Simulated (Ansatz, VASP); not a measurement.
Si: VASP beside Ansatz

Contents of INCAR:

```
SYSTEM = Si
ALGO = Normal
DIPOL = 0.5 0.5 0.500
EDIFF = 1E-7
ENCUT = 520
GGA = PE
IDIPOL = 3
ISIF = 2
ISMEAR = 0
LASPH = .True.
LCHARG = .False.
LDIPOL = .True.
LREAL = .False.
LWAVE = .False.
NBANDS = 11
NELM = 100
PREC = Accurate
SIGMA = 0.1
```

The input KPOINTS:

```
k-points
0
Gamma
  15 15 1
  0 0 0
```

Contents of POSCAR:

```
Si
1.0
    3.9990000000      0.0000000000      0.0000000000
   -1.9995000000      3.4632355897      0.0000000000
    0.0000000000      0.0000000000     28.0000000000
Si
2
Direct
    0.3333333333      0.6666666667      0.5076607143
    0.6666666667      0.3333333333      0.4923392857
```

Input for Ansatz:

```yaml
crystal:
  lattice:
    - [3.999, 0.0, 0.0]
    - [-1.9995, 3.4632355897, 0.0]
    - [0.0, 0.0, 28.0]
  atoms:
    - { symbol: Si, position: [0.3333333333, 0.6666666667, 0.5076607143] }
    - { symbol: Si, position: [0.6666666667, 0.3333333333, 0.4923392857] }
  periodic: [true, true, false]
basis:
  ecutwfc: 420
kpoints:
  mp_grid: { grid: [15, 15, 1] }
hamiltonian:
  xc: pbe
  pseudopotentials: { kind: paw, azcp: { folder: soft_1 } }
scf:
  occupations: { method: gaussian, width: 0.1 }
output:
  forces: true
  stress: true
  eigenvalues: true
```

Alike in both runs: task single point; functional PBE; k mesh 15 × 15 × 1; occupations gaussian, width 0.1 eV; no spin polarisation.

|  | VASP | Ansatz |
| --- | --- | --- |
| version | VASP 6.6.1 | Ansatz 0.2.0 |
| potentials or method | VASP PAW PBE potentials, release 64 (Si), cutoff 520 eV | scalar-relativistic, plane waves, PAW |
| valence electrons in the cell | 8 | 8 |

|  | VASP | Ansatz | Ansatz less VASP |
| --- | --- | --- | --- |
| gap on the k mesh at the Fermi level (eV) | none | none | - |
| rms of the force components (eV/Å) | 0.066 | 0.065 | -0.0008 |

Atom by atom the forces differ by 0.001 eV/Å (rms over components). A gap of «none» marks a metal or a gap that the smearing closes.
